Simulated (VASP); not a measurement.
# Ru (Fm-3m) in VASP: single point with r2SCAN

Aim: the single point of Ru with r2SCAN.

Everything below comes from runs of VASP 6.6.1. Logs are shortened: lines on timing, memory, paths and dates and some standing lists are left out, and cuts for length are marked.

### Step 1. The cell of the first run

The structure is cubic, space group Fm-3m (No. 225). The conventional cell has a = 3.824 Å, b = 3.824 Å, c = 3.824 Å, α = 90.00°, β = 90.00°, γ = 90.00°. Ru (site symmetry m-3m) has 12 Ru at 2.70 Å within 3.6 Å.

This isn't the form of Ru at room conditions, which is hcp.

### Step 2. Single point, r2SCAN

POSCAR reads:

```
Ru
1.0
    0.0000000000      1.9117650000      1.9117650000
    1.9117650000      0.0000000000      1.9117650000
    1.9117650000      1.9117650000      0.0000000000
Ru
1
Direct
    0.0000000000      0.0000000000      0.0000000000
```

INCAR.step1 reads:

```
SYSTEM = Ru
ALGO     = Normal         ! electronic algorithm
EDIFF    = 1E-5           ! SCF threshold, eV
ENCUT    = 620            ! plane-wave cutoff, eV
GGA      = PE             ! functional
GGA_COMPAT= .FALSE.      
ISMEAR   = -5             ! smearing method
LASPH    = .TRUE.         ! aspherical terms in the spheres
LCHARG   = .FALSE.        ! write CHGCAR
LREAL    = .FALSE.        ! projectors in reciprocal space
LWAVE    = .TRUE.         ! write WAVECAR
NBANDS   = 14             ! bands
NELM     = 120            ! most SCF steps
PREC     = Accurate       ! precision mode
SIGMA    = 0.1            ! smearing width, eV
```

INCAR.step2 reads:

```
SYSTEM = Ru
ALGO     = Normal         ! electronic algorithm
EDIFF    = 1E-6           ! SCF threshold, eV
ENCUT    = 620            ! plane-wave cutoff, eV
GGA_COMPAT= .FALSE.      
ISIF     = 2              ! what is computed and relaxed
ISMEAR   = -5             ! smearing method
ISTART   = 1            
LASPH    = .TRUE.         ! aspherical terms in the spheres
LCHARG   = .FALSE.        ! write CHGCAR
LMIXTAU  = .TRUE.       
LREAL    = .FALSE.        ! projectors in reciprocal space
LWAVE    = .FALSE.        ! write WAVECAR
METAGGA  = R2SCAN         ! meta-GGA
NBANDS   = 14             ! bands
NELM     = 120            ! most SCF steps
PREC     = Accurate       ! precision mode
SIGMA    = 0.1            ! smearing width, eV
```

KPOINTS reads:

```
k-points
0
G
  11 11 11
  0 0 0
```

Potentials or basis: VASP PAW PBE potentials, release 64 (Ru_sv).

Started as:

```bash
$ cat potpaw_PBE.64/Ru_sv/POTCAR > POTCAR
$ cp INCAR.step1 INCAR
$ mpirun -np 1 vasp_std > vasp.out
$ cp INCAR.step2 INCAR
$ mpirun -np 1 vasp_std > vasp.out
```

OUTCAR:

```text
SYSTEM = Ru
   EDIFF = 1E-6
   ENCUT = 620
   ISIF = 2
   ISMEAR = -5
   ISTART = 1
   LASPH = .TRUE.
   LREAL = .FALSE.
   METAGGA = R2SCAN
   NELM = 120
   PREC = Accurate

 ion  position               nearest neighbor table
   1  0.000  0.000  0.000-

  LATTYP: Found a face centered cubic cell.
 ALAT       =     3.8235300000

  Lattice vectors:

 A1 = (   0.0000000000,   1.9117650000,   1.9117650000)
 A2 = (   1.9117650000,   0.0000000000,   1.9117650000)
 A3 = (   1.9117650000,   1.9117650000,   0.0000000000)

Analysis of symmetry for initial positions (statically):
=====================================================================
 Subroutine PRICEL returns:
 Original cell was already a primitive cell.

 Routine SETGRP: Setting up the symmetry group for a
 face centered cubic supercell.

 Subroutine GETGRP returns: Found 48 space group operations
 (whereof 48 operations were pure point group operations)
 out of a pool of 48 trial point group operations.

The static configuration has the point symmetry O_h .

Analysis of symmetry for dynamics (positions and initial velocities):
=====================================================================
 Subroutine PRICEL returns:
 Original cell was already a primitive cell.

 Routine SETGRP: Setting up the symmetry group for a
 face centered cubic supercell.

 Subroutine GETGRP returns: Found 48 space group operations
 (whereof 48 operations were pure point group operations)
 out of a pool of 48 trial point group operations.

The dynamic configuration has the point symmetry O_h .

 Subroutine INISYM returns: Found 48 space group operations
 (whereof 48 operations are pure point group operations),
 and found     1 'primitive' translations

----------------------------------------------------------------------------------------

                                     Primitive cell

  volume of cell :      13.9744

  direct lattice vectors                    reciprocal lattice vectors
     0.000000000  1.911765000  1.911765000    -0.261538421  0.261538421  0.261538421
     1.911765000  0.000000000  1.911765000     0.261538421 -0.261538421  0.261538421
     1.911765000  1.911765000  0.000000000     0.261538421  0.261538421 -0.261538421

  length of vectors
     2.703643991  2.703643991  2.703643991     0.452997834  0.452997834  0.452997834

  position of ions in fractional coordinates (direct lattice)
     0.000000000  0.000000000  0.000000000

  ion indices of the primitive-cell ions
   primitive index   ion index
                 1           1

----------------------------------------------------------------------------------------

 KPOINTS: k-points

Automatic generation of k-mesh.
 Grid dimensions read from file:
 generate k-points for:   11   11   11

 Generating k-lattice:

  Cartesian coordinates                     Fractional coordinates (reciprocal lattice)
    -0.023776220  0.023776220  0.023776220     0.090909091  0.000000000  0.000000000
     0.023776220 -0.023776220  0.023776220     0.000000000  0.090909091  0.000000000
     0.023776220  0.023776220 -0.023776220     0.000000000  0.000000000  0.090909091

  Length of vectors
     0.041181621  0.041181621  0.041181621

  Shift w.r.t. Gamma in fractional coordinates (k-lattice)
     0.000000000  0.000000000  0.000000000

 TETIRR: Found    201 inequivalent tetrahedra from     7986

 Subroutine IBZKPT returns following result:
 ===========================================

 Found     56 irreducible k-points:

 Following reciprocal coordinates:
            Coordinates               Weight
  0.000000  0.000000  0.000000      1.000000
  0.090909  0.000000  0.000000      8.000000
  0.181818  0.000000  0.000000      8.000000
  0.272727  0.000000  0.000000      8.000000
  0.363636  0.000000  0.000000      8.000000
  0.454545  0.000000  0.000000      8.000000
[... 16 lines left out ...]
 -0.272727  0.181818  0.000000     24.000000
 -0.181818  0.181818  0.000000     12.000000
 [... further k-points ...]
   k-points           NKPTS =     56   k-points in BZ     NKDIM =     56   number of bands    NBANDS=     14
   number of dos      NEDOS =    301   number of ions     NIONS =      1
   total plane-waves  NPLWV =  13824
   dimension x,y,z NGX =    24 NGY =   24 NGZ =   24
   dimension x,y,z NGXF=    48 NGYF=   48 NGZF=   48
   ions per type =               1
   NGX,Y,Z   is equivalent  to a cutoff of  14.76, 14.76, 14.76 a.u.
   NGXF,Y,Z  is equivalent  to a cutoff of  29.51, 29.51, 29.51 a.u.
 SYSTEM =  Ru
   PREC   = accura    normal or accurate (medium, high low for compatibility)
   ISTART =      1    job   : 0-new  1-cont  2-samecut
   ICHARG =      0    charge: 1-file 2-atom 10-const
   ISPIN  =      1    spin polarized calculation?
   LNONCOLLINEAR =      F non collinear calculations
   LSORBIT =      F    spin-orbit coupling
   LASPH  =      T    aspherical Exc in radial PAW
   ENCUT  =  620.0 eV  45.57 Ry    6.75 a.u.   5.49  5.49  5.49*2*pi/ulx,y,z
   NELM   =    120;   NELMIN=  2; NELMDL=  0     # of ELM steps
   EDIFF  = 0.1E-05   stopping-criterion for ELM
   LREAL  =      F    real-space projection
   EDIFFG = 0.1E-04   stopping-criterion for IOM
   NSW    =      0    number of steps for IOM
   IBRION =     -1    ionic relax: 0-MD 1-quasi-New 2-CG
   NFREE  =      0    steps in history (QN), initial steepest desc. (CG)
   ISIF   =      2    stress and relaxation
   ISYM   =      2    0-nonsym 1-usesym 2-fastsym
   POTIM  = 0.5000    time-step for ionic-motion
   TEBEG  =    0.0;   TEEND  =   0.0 temperature during run
   PSTRESS=    0.0 pullay stress
   NELECT =      16.0000    total number of electrons
   NUPDOWN=      -1.0000    fix difference up-down
   EMIN   =  10.00;   EMAX   =-10.00  energy-range for DOS
   EFERMI =   0.00;   METHOD = LEGACY
   ISMEAR =    -5;   SIGMA  =   0.10  broadening in eV -4-tet -1-fermi 0-gaus
   EFERMI_NEDOS =   21; number of points for ismear=-14 and -15
   IALGO  =     38    algorithm
   IMIX   =      4    mixing-type and parameters
     AMIX     =   0.40;   BMIX     =  1.00
     AMIX_MAG =   1.60;   BMIX_MAG =  1.00
  volume/ion in A,a.u.               =      13.97        94.30
  Fermi-wavevector in a.u.,A,eV,Ry     =   1.712657  3.236452 39.908514  2.933193
  Thomas-Fermi vector in A             =   2.790545
   LORBIT       =      0    0 simple, 1 ext, 2 COOP (PROOUT), +10 PAW based schemes
   METAGGA = R2SCAN    functional components
   LHFCALC =     F    Hartree Fock is set to
   AEXX    =    0.0000 exact exchange contribution
   IVDW    =     0    specifies the selected vdW correction
   LEPSILON=     F    determine dielectric tensor
   LRPA    =     F    only Hartree local field effects (RPA)
 non-spin polarized calculation
 Fermi weights with tetrahedron method with Bloechl corrections
  energy-cutoff  :      620.00
  volume of cell :       13.97
 maximum number of plane-waves:       531
 NGX is ok and might be reduce to    24
   NGX = 11   NGY = 11   NGZ = 11

 number of electron      16.0000003 magnetization

 Free energy of the ion-electron system (eV)
  ---------------------------------------------------
  ext. energy  EPLUGINS =         0.00000000
  ---------------------------------------------------
  free energy    TOTEN  =       -25.34127183 eV

  energy without entropy =      -25.34127183  energy(sigma->0) =      -25.34127183

 E-fermi :  14.3416     XC(G=0): -15.3317

 val. band max:       14.3757440446   @ k =  -0.3636   0.4545   0.1818
 cond. band min:      14.2499693700   @ k =  -0.2727   0.0909   0.0000
 fundamental gap:     -0.1257746746
 Fermi energy:        14.3415635484

 k-point     1 :       0.0000    0.0000    0.0000
  band No.  band energies     occupation
      1     -60.8138      2.00000
      2     -29.4149      2.00000
      3     -29.4149      2.00000
      4     -29.4149      2.00000
      5       6.2817      2.00000
      6      11.7923      2.00000
      7      11.7923      2.00000
      8      11.7923      2.00000
      9      14.2160      2.00000
     10      14.2160      1.99999
     11      29.9847      0.00000
     12      35.8887      0.00000
     13      35.8887      0.00000
     14      35.8887      0.00000

 k-point     2 :       0.0909    0.0000    0.0000
  band No.  band energies     occupation
      1     -60.7999      2.00000
      2     -29.5010      2.00000
      3     -29.4261      2.00000
      4     -29.4261      2.00000
      5       6.6358      2.00000
      6      11.6162      2.00000
      7      11.9345      2.00000
      8      11.9345      2.00000
      9      14.1319      2.00000
     10      14.1319      2.32226
     11      30.5513      0.00000
     12      34.3675      0.00000
     13      36.4494      0.00000
     14      36.4494      0.00000

 k-point     3 :       0.1818    0.0000    0.0000
  band No.  band energies     occupation
      1     -60.7627      2.00000
      2     -29.7292      2.00000
      3     -29.4562      2.00000
      4     -29.4562      2.00000
      5       7.5397      2.00000
      6      11.3360      2.00000
      7      12.1876      2.00000
      8      12.1876      2.00000
      9      14.0944      1.98760
     10      14.0944      1.30267
     11      31.7012      0.00000
     12      31.9721      0.00000
     13      38.0028      0.00000
     14      38.0028      0.00000
[... 324 lines left out ...]
 k-point    23 :      -0.2727    0.1818    0.0000
  band No.  band energies     occupation
      1     -60.6553      2.00000
      2     -30.1657      2.00000
      3     -29.7509      2.00000
      4     -29.5309      2.00000
      5       9.5644      2.00000
      6      11.1439      2.00000
      7      11.5312      2.00000
      8      12.7490      2.00000
      9      14.0997      1.29632
     10      17.6559      0.00000
     11      28.5075      0.00000
     12      31.4240      0.00000
     13      34.1227      0.00000
     14      38.7741      0.00000

 k-point    24 :      -0.1818    0.1818    0.0000
  band No.  band energies     occupation
      1     -60.6971      2.00000
      2     -29.9937      2.00000
      3     -29.6588      2.00000
      4     -29.4854      2.00000
      5       9.1701      2.00000
      6      10.6871      2.00000
      7      11.9467      2.00000
      8      13.1108      2.00000
      9      13.1174      2.00000
     10      16.1096      0.00000
     11      30.4991      0.00000
     12      32.5340      0.00000
     13      36.0800      0.00000
     14      36.6240      0.00000

 [... further k-points ...]

------------------------ aborting loop because EDIFF is reached ----------------------------------------

  FORCE on cell =-STRESS in cart. coord.  units (eV):
  Direction    XX          YY          ZZ          XY          YZ          ZX
  --------------------------------------------------------------------------------------
  -------------------------------------------------------------------------------------
  Total       -0.8235449     -0.8235449     -0.8235449      0.0000000     -0.0000000      0.0000000
  in kB      -94.4200798    -94.4200798    -94.4200798      0.0000000     -0.0000000      0.0000000
  external PRESSURE =     -94.4200798 kB  Pullay stress =       0.0000000 kB

 VOLUME and BASIS-vectors are now :
 -----------------------------------------------------------------------------
  energy-cutoff  :      620.00
  volume of cell :       13.97
      direct lattice vectors                 reciprocal lattice vectors
     0.000000000  1.911765000  1.911765000    -0.261538421  0.261538421  0.261538421
     1.911765000  0.000000000  1.911765000     0.261538421 -0.261538421  0.261538421
     1.911765000  1.911765000  0.000000000     0.261538421  0.261538421 -0.261538421

 POSITION                                       TOTAL-FORCE (eV/Angst)
 -----------------------------------------------------------------------------------
      0.00000      0.00000      0.00000         0.000000     -0.000000     -0.000000
 -----------------------------------------------------------------------------------
    total drift:                                0.000000     -0.000000     -0.000000

  FREE ENERGIE OF THE ION-ELECTRON SYSTEM (eV)
  ---------------------------------------------------
  free  energy   TOTEN  =       -25.3412718332 eV

  energy  without entropy=      -25.3412718332  energy(sigma->0) =      -25.34127183
```

Wall time 43 s (1 thread of AMD EPYC 7R13 (Zen 3), shared host); peak memory 0.12 GiB.

What came out:

* Free energy: -25.3413 eV
* Pressure: -9.4 GPa
* Band gap on the k mesh: zero (bands 8 and 9 overlap by 3.38 eV)

Levels at points of the mesh, in eV from the Fermi level:
| k point | band 6 | band 7 | band 8 | band 9 | band 10 | band 11 |
| --- | --- | --- | --- | --- | --- | --- |
| (0.00, 0.00, 0.00) | -2.55 | -2.55 | -2.55 | -0.13 | -0.13 | 15.64 |

Caveat: the cell stands under tension; the PAW data sets were made with another functional, which shifts forces and pressure a little; tetrahedron occupations give inexact forces and stress in metals.
